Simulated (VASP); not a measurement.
SnO2:

```
Sn O
1.0
     0.00000    2.57415    2.57415
     2.57415    0.00000    2.57415
     2.57415    2.57415    0.00000
Sn O
1 2
Direct
  0.00000 0.00000 0.00000
  0.75000 0.75000 0.75000
  0.25000 0.25000 0.25000
```

Program: VASP 6.6.1. Alike in all runs: task single point; cell as given; cutoff (eV) 520; smearing fermi-dirac 0.05 eV.

**Question.** Order these runs on this cell by their pressure, lowest first.
A. level RPBE; potentials or basis VASP PAW PBE potentials, release 64 (Sn_d, O); spin off; k mesh 9 × 9 × 9
B. level PBEsol; potentials or basis VASP PAW PBE potentials, release 64 (Sn_d, O); spin non-collinear, zero start, SOC; k mesh 7 × 7 × 7
C. level LDA; potentials or basis VASP PAW LDA potentials, release 64 (Sn_d, O); spin non-collinear, zero start, SOC; k mesh 7 × 7 × 7
D. level PBEsol-based screened hybrid with 25 % exact exchange; potentials or basis VASP PAW PBE potentials, release 64 (Sn_d, O); spin off; k mesh 5 × 5 × 5; grid for exact exchange (PRECFOCK) Normal; share of exact exchange 0.25; screening parameter 0.207 1/Å
E. level PBE; potentials or basis VASP PAW PBE potentials, release 64 (Sn_d, O); spin non-collinear, zero start, SOC; k mesh 7 × 7 × 7

**Answer.** D (-16.1 GPa), C (-11.4 GPa), B (-6.5 GPa), E (0.2 GPa), A (4.3 GPa).

Caveats: some runs use coarse meshes; the PAW data sets were made with another functional, which shifts forces and pressure a little (at least some runs); the cell stands under tension (at least some runs); the cell stands under pressure (at least some runs).
